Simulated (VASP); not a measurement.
# GaN (P6_3mc) in VASP: further runs, part 2 of 3

VASP 6.6.1. The steps go on from the part before.

### 3 Relaxation of cell and atoms, LDA, target pressure 1 GPa, at which the enthalpy is minimised

This run uses another cell than the first one, of 11.05 Å³/atom.

INCAR

```
SYSTEM = GaN
PREC = Accurate ; ENCUT = 600
EDIFF = 1E-6 ; ISMEAR = 0
SIGMA = 0.01 ; LREAL = .FALSE.
LASPH = .TRUE. ; NELM = 60
ALGO = Normal ; ISIF = 3
LWAVE = .FALSE. ; LCHARG = .FALSE.
GGA = CA ; IBRION = 2
NSW = 100 ; EDIFFG = -0.002
PSTRESS = 10.0
```

KPOINTS

```
regular mesh
0
G
  8 8 4
  0 0 0
```

POSCAR

```
GaN
1.0
    3.1518156805      0.0000000000      0.0000000000
   -1.5759078402      2.7295524473      0.0000000000
    0.0000000000      0.0000000000      5.1383988121
Ga N
2 2
Direct
    0.3333333333      0.6666666667     -0.0007048346
    0.6666666667      0.3333333333      0.4992951654
    0.3333333333      0.6666666667      0.3757048346
    0.6666666667      0.3333333333      0.8757048346
```

Potentials or basis: VASP PAW LDA potentials, release 64 (Ga_d, N).

Started as:

```console
cat potpaw_LDA.64/Ga_d/POTCAR potpaw_LDA.64/N/POTCAR > POTCAR
mpirun -np 1 vasp_std > vasp.out
```

OUTCAR:

```text
SYSTEM = GaN
   PREC = Accurate
   ENCUT = 600
   EDIFF = 1E-6
   ISMEAR = 0
   LREAL = .FALSE.
   LASPH = .TRUE.
   NELM = 60
   ISIF = 3
   GGA = CA
   IBRION = 2
   NSW = 100
   EDIFFG = -0.002
   PSTRESS = 10.0

 ion  position               nearest neighbor table
   1  0.333  0.667  0.999-   4 1.93   4 1.93   4 1.93   3 1.93
   2  0.667  0.333  0.499-   3 1.93   3 1.93   3 1.93   4 1.93
   3  0.333  0.667  0.376-   2 1.93   2 1.93   2 1.93   1 1.93
   4  0.667  0.333  0.876-   1 1.93   1 1.93   1 1.93   2 1.93

  LATTYP: Found a hexagonal cell.
 ALAT       =     3.1518156805
 C/A-ratio  =     1.6302980037

  Lattice vectors:

 A1 = (   3.1518156805,   0.0000000000,   0.0000000000)
 A2 = (  -1.5759078402,   2.7295524473,   0.0000000000)
 A3 = (   0.0000000000,   0.0000000000,   5.1383988121)

Analysis of symmetry for initial positions (statically):
=====================================================================
 Subroutine PRICEL returns:
 Original cell was already a primitive cell.

 Routine SETGRP: Setting up the symmetry group for a
 hexagonal supercell.

 Subroutine GETGRP returns: Found 12 space group operations
 (whereof  6 operations were pure point group operations)
 out of a pool of 24 trial point group operations.

The static configuration has the point symmetry C_3v.
 The point group associated with its full space group is C_6v.

Analysis of symmetry for dynamics (positions and initial velocities):
=====================================================================
 Subroutine PRICEL returns:
 Original cell was already a primitive cell.

 Routine SETGRP: Setting up the symmetry group for a
 hexagonal supercell.

 Subroutine GETGRP returns: Found 12 space group operations
 (whereof  6 operations were pure point group operations)
 out of a pool of 24 trial point group operations.

The dynamic configuration has the point symmetry C_3v.
 The point group associated with its full space group is C_6v.

 Subroutine INISYM returns: Found 12 space group operations
 (whereof  6 operations are pure point group operations),
 and found     1 'primitive' translations

----------------------------------------------------------------------------------------

                                     Primitive cell

  volume of cell :      44.2059

  direct lattice vectors                    reciprocal lattice vectors
     3.151815680  0.000000000  0.000000000     0.317277437  0.183180213  0.000000000
    -1.575907840  2.729552447  0.000000000     0.000000000  0.366360427  0.000000000
     0.000000000  0.000000000  5.138398812     0.000000000  0.000000000  0.194613154

  length of vectors
     3.151815680  3.151815680  5.138398812     0.366360427  0.366360427  0.194613154

  position of ions in fractional coordinates (direct lattice)
     0.333333333  0.666666667  0.999295165
     0.666666667  0.333333333  0.499295165
     0.333333333  0.666666667  0.375704835
     0.666666667  0.333333333  0.875704835

  ion indices of the primitive-cell ions
   primitive index   ion index
                 1           1
                 2           2
                 3           3
                 4           4

----------------------------------------------------------------------------------------

 KPOINTS: regular mesh

Automatic generation of k-mesh.
 Grid dimensions read from file:
 generate k-points for:    8    8    4

 Generating k-lattice:

  Cartesian coordinates                     Fractional coordinates (reciprocal lattice)
     0.039659680  0.022897527  0.000000000     0.125000000  0.000000000  0.000000000
     0.000000000  0.045795053  0.000000000     0.000000000  0.125000000  0.000000000
     0.000000000  0.000000000  0.048653289     0.000000000  0.000000000  0.250000000

  Length of vectors
     0.045795053  0.045795053  0.048653289

  Shift w.r.t. Gamma in fractional coordinates (k-lattice)
     0.000000000  0.000000000  0.000000000

 Subroutine IBZKPT returns following result:
 ===========================================

 Found     30 irreducible k-points:

 Following reciprocal coordinates:
            Coordinates               Weight
  0.000000  0.000000  0.000000      1.000000
  0.125000  0.000000  0.000000      6.000000
  0.250000  0.000000  0.000000      6.000000
  0.375000  0.000000  0.000000      6.000000
  0.500000  0.000000  0.000000      3.000000
  0.125000  0.125000  0.000000      6.000000
[... 16 lines left out ...]
  0.250000  0.000000  0.500000      6.000000
  0.375000  0.000000  0.500000      6.000000
 [... further k-points ...]
   k-points           NKPTS =     30   k-points in BZ     NKDIM =     30   number of bands    NBANDS=     22
   number of dos      NEDOS =    301   number of ions     NIONS =      4
   total plane-waves  NPLWV =  32928
   dimension x,y,z NGX =    28 NGY =   28 NGZ =   42
   dimension x,y,z NGXF=    56 NGYF=   56 NGZF=   84
   ions per type =               2   2
   NGX,Y,Z   is equivalent  to a cutoff of  14.77, 14.77, 13.59 a.u.
   NGXF,Y,Z  is equivalent  to a cutoff of  29.54, 29.54, 27.18 a.u.
 SYSTEM =  GaN
   PREC   = accura    normal or accurate (medium, high low for compatibility)
   ISTART =      0    job   : 0-new  1-cont  2-samecut
   ICHARG =      2    charge: 1-file 2-atom 10-const
   ISPIN  =      1    spin polarized calculation?
   LNONCOLLINEAR =      F non collinear calculations
   LSORBIT =      F    spin-orbit coupling
   LASPH  =      T    aspherical Exc in radial PAW
   ENCUT  =  600.0 eV  44.10 Ry    6.64 a.u.   6.29  6.29 10.26*2*pi/ulx,y,z
   NELM   =     60;   NELMIN=  2; NELMDL= -5     # of ELM steps
   EDIFF  = 0.1E-05   stopping-criterion for ELM
   LREAL  =      F    real-space projection
   EDIFFG = -.2E-02   stopping-criterion for IOM
   NSW    =    100    number of steps for IOM
   IBRION =      2    ionic relax: 0-MD 1-quasi-New 2-CG
   NFREE  =      1    steps in history (QN), initial steepest desc. (CG)
   ISIF   =      3    stress and relaxation
   ISYM   =      2    0-nonsym 1-usesym 2-fastsym
   POTIM  = 0.5000    time-step for ionic-motion
   TEBEG  =    0.0;   TEEND  =   0.0 temperature during run
   PSTRESS=   10.0 pullay stress
   NELECT =      36.0000    total number of electrons
   NUPDOWN=      -1.0000    fix difference up-down
   EMIN   =  10.00;   EMAX   =-10.00  energy-range for DOS
   EFERMI =   0.00;   METHOD = LEGACY
   ISMEAR =     0;   SIGMA  =   0.01  broadening in eV -4-tet -1-fermi 0-gaus
   EFERMI_NEDOS =   21; number of points for ismear=-14 and -15
   IALGO  =     38    algorithm
   IMIX   =      4    mixing-type and parameters
     AMIX     =   0.40;   BMIX     =  1.00
     AMIX_MAG =   1.60;   BMIX_MAG =  1.00
  volume/ion in A,a.u.               =      11.05        74.58
  Fermi-wavevector in a.u.,A,eV,Ry     =   1.528794  2.889002 31.799688  2.337211
  Thomas-Fermi vector in A             =   2.636504
   LORBIT       =      0    0 simple, 1 ext, 2 COOP (PROOUT), +10 PAW based schemes
   GGA     = CA    functional components
   LHFCALC =     F    Hartree Fock is set to
   AEXX    =    0.0000 exact exchange contribution
   IVDW    =     0    specifies the selected vdW correction
   LEPSILON=     F    determine dielectric tensor
   LRPA    =     F    only Hartree local field effects (RPA)
 conjugate gradient relaxation of ions
 non-spin polarized calculation
 Gauss-broadening in eV      SIGMA  =   0.01
  energy-cutoff  :      600.00
  volume of cell :       44.21
 maximum number of plane-waves:      1496
 NGX is ok and might be reduce to    28
   NGX = 13   NGY = 13   NGZ = 21

 number of electron      35.9999987 magnetization

 Free energy of the ion-electron system (eV)
  ---------------------------------------------------
  ext. energy  EPLUGINS =         0.00000000
  ---------------------------------------------------
  free energy    TOTEN  =       -27.91000066 eV

  energy without entropy =      -27.91000066  energy(sigma->0) =      -27.91000066

 E-fermi :   5.4954     XC(G=0): -12.2986

 val. band max:        5.4408552264   @ k =   0.0000   0.0000   0.0000
 cond. band min:       7.5858976289   @ k =   0.0000   0.0000   0.0000
 fundamental gap:      2.1450424025
 Fermi energy:         5.4954201260

 k-point     1 :       0.0000    0.0000    0.0000
  band No.  band energies     occupation
      1     -10.7022      2.00000
      2      -9.7211      2.00000
      3      -8.1471      2.00000
      4      -8.1298      2.00000
      5      -8.1298      2.00000
      6      -8.0627      2.00000
[... 574 lines left out ...]
      6      -7.9566      2.00000
[... 14 lines left out ...]
     21      13.3223      0.00000
     22      13.3223      0.00000

 [... further k-points ...]
[... 5 lines left out ...]
  --------------------------------------------------------------------------------------
  -------------------------------------------------------------------------------------
  Total        0.2814126      0.2814126      0.2730853      0.0000000      0.0000000      0.0000000
  in kB       10.1993851     10.1993851      9.8975764      0.0000000      0.0000000      0.0000000
  external PRESSURE =       0.0987822 kB  Pullay stress =      10.0000000 kB

 VOLUME and BASIS-vectors are now :
 -----------------------------------------------------------------------------
  energy-cutoff  :      600.00
  volume of cell :       44.21
      direct lattice vectors                 reciprocal lattice vectors
     3.151815680  0.000000000  0.000000000     0.317277437  0.183180213  0.000000000
    -1.575907840  2.729552447  0.000000000     0.000000000  0.366360427  0.000000000
     0.000000000  0.000000000  5.138398812     0.000000000  0.000000000  0.194613154

 POSITION                                       TOTAL-FORCE (eV/Angst)
 -----------------------------------------------------------------------------------
     -0.00000      1.81970      5.13478        -0.000000      0.000000      0.001643
      1.57591      0.90985      2.56558        -0.000000      0.000000      0.001643
     -0.00000      1.81970      1.93052         0.000000     -0.000000     -0.001643
      1.57591      0.90985      4.49972         0.000000     -0.000000     -0.001643
 -----------------------------------------------------------------------------------
    total drift:                               -0.000000     -0.000000     -0.000101

  FREE ENERGIE OF THE ION-ELECTRON SYSTEM (eV)
  ---------------------------------------------------
  free  energy   TOTEN  =       -27.9100006629 eV

  energy  without entropy=      -27.9100006629  energy(sigma->0) =      -27.91000066

  enthalpy is  TOTEN    =       -27.6340893667 eV   P V=        0.2759112963

 reached required accuracy - stopping structural energy minimisation
```

Wall time 27 s (1 thread of Intel Xeon Platinum 8488C (Sapphire Rapids), shared host); peak memory 0.17 GiB.

What came out:

```
Free energy             : -27.9100 eV
Pressure after relaxing : 1.0 GPa
Band gap on the k mesh  : 2.15 eV
```

Final structure:
```
Ga N
1.0
     3.15182    0.00000    0.00000
    -1.57591    2.72955    0.00000
     0.00000    0.00000    5.13840
Ga N
2 2
Cartesian
  0.0000 1.8197 5.1348
  1.5759 0.9099 2.5656
  0.0000 1.8197 1.9305
  1.5759 0.9099 4.4997
```

Caveat: the relaxation stopped at its first step, so nothing moved; the cell is relaxed towards a set pressure, so the run minimises the enthalpy, not the energy.

### 4 Relaxation of cell and atoms, LDA, target pressure 2 GPa, at which the enthalpy is minimised

This run uses another cell than the first one, of 11.05 Å³/atom.

INCAR

```
SYSTEM = GaN
PREC = Accurate ; ENCUT = 600
EDIFF = 1E-6 ; ISMEAR = 0
SIGMA = 0.01 ; LREAL = .False.
LASPH = .True. ; NELM = 80
ALGO = Normal ; ISIF = 3
LWAVE = .False. ; LCHARG = .False.
GGA = CA ; IBRION = 2
NSW = 100 ; EDIFFG = -0.002
PSTRESS = 20.0
```

KPOINTS

```
regular mesh
0
Gamma
  8 8 4
  0 0 0
```

POSCAR is that of step 3.

Started as:

```console
cat potpaw_LDA.64/Ga_d/POTCAR potpaw_LDA.64/N/POTCAR > POTCAR
mpirun -np 1 vasp_std > vasp.out
```

Run time: 93 s. Hardware: 1 thread of Intel Xeon Platinum 8488C (Sapphire Rapids), shared host; peak memory 0.16 GiB.

It converged, with:

```
Free energy                                                : -27.9081 eV
Relaxed volume                                             : 11.00 Å³/atom
Relaxed cell                                               : a = 3.147 Å, b = 3.147 Å, c = 5.130 Å, α = 90.00°, β = 90.00°, γ = 120.00°
Space group after relaxing (to 0.1 Å)                      : P6_3mc (No. 186)
Energy change on relaxing (the run minimises the enthalpy) : +0.5 meV/atom
Ionic steps                                                : 8
Pressure after relaxing                                    : 2.0 GPa
Band gap on the k mesh                                     : 2.18 eV
```

Step by step:
```
step  energy change (eV)  largest force (eV/Å)  pressure (GPa)  volume (Å³)
   1              0.0000                0.0016            1.01        44.21
   2              0.0055                0.0006            3.18        43.77
   3              0.0020                0.0012            1.97        43.99
   4              0.0021                0.0011            2.08        43.98
   5              0.0017                0.0005            1.87        44.02
   6              0.0020                0.0008            2.28        44.00
   7              0.0018                0.0004            1.74        44.01
   8              0.0019                0.0009            1.99        44.00
```

Final structure:
```
Ga N
1.0
     3.14705    0.00000    0.00000
    -1.57353    2.72543    0.00000
     0.00000    0.00000    5.13035
Ga N
2 2
Cartesian
  0.0000 1.8170 5.1268
  1.5735 0.9085 2.5616
  0.0000 1.8170 1.9274
  1.5735 0.9085 4.4926
```

Levels at points of the mesh, in eV from the valence-band top:
| k point | band 14 | band 15 | band 16 | band 17 | band 18 | band 19 | band 20 | band 21 | band 22 |
| --- | --- | --- | --- | --- | --- | --- | --- | --- | --- |
| (0.00, 0.00, 0.00) | -1.09 | -1.09 | -0.05 | 0.00 | 0.00 | 2.18 | 4.41 | 9.24 | 9.93 |
| (0.50, 0.00, 0.00) | -5.48 | -4.43 | -2.90 | -2.36 | -1.06 | 5.01 | 5.69 | 6.01 | 8.76 |
| (0.00, 0.00, 0.50) | -3.93 | -0.56 | -0.56 | -0.56 | -0.56 | 4.44 | 4.44 | 8.49 | 8.49 |
| (0.50, 0.00, 0.50) | -6.88 | -2.06 | -2.06 | -2.00 | -2.00 | 4.40 | 4.40 | 7.84 | 7.84 |

Caveat: the cell is relaxed towards a set pressure, so the run minimises the enthalpy, not the energy.

(Part 2 of 3 ends here.)
